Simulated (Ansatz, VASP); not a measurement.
## One calculation of HfS2, two programs

```
Hf S
1.0
     3.77551    0.00000    0.00000
    -1.88775    3.26969    0.00000
     0.00000    0.00000    5.76079
Hf S
1 2
Direct
  0.00000 0.00000 0.00000
  0.33333 0.66667 0.23798
  0.66667 0.33333 0.76202
```

Change from the starting cell: epitaxial_xy strain +4.0%.

Alike in both runs: task single point; functional PBE; k mesh 12 × 12 × 4; occupations fermi-dirac, width 0.02 eV; no spin polarisation.

|  | VASP | Ansatz |
| --- | --- | --- |
| version | VASP 6.6.1 | Ansatz 0.2.0 |
| potentials or method | VASP PAW PBE potentials, release 64 (Hf_pv, S) | plane waves, PAW |
| plane-wave cutoff (eV) | 500 | 420 |
| valence electrons in the cell | 22 | 38 |

```csv
,VASP,Ansatz,Ansatz less VASP
gap on the k mesh at the Fermi level (eV),1.22,1.20,-0.011
pressure (GPa),-2.5,-1.9,+0.57
"traceless stress, the component that is largest in VASP (GPa)",4.31,4.18,-0.136
rms of the force components (eV/Å),0.010,0.039,+0.0299
```

Atom by atom the forces differ by 0.030 eV/Å (rms over components). VASP's potentials hold 22 valence electrons a cell and Ansatz's 38, so a difference there can come from the potentials and not from the codes.

Neither program's run includes spin-orbit coupling.
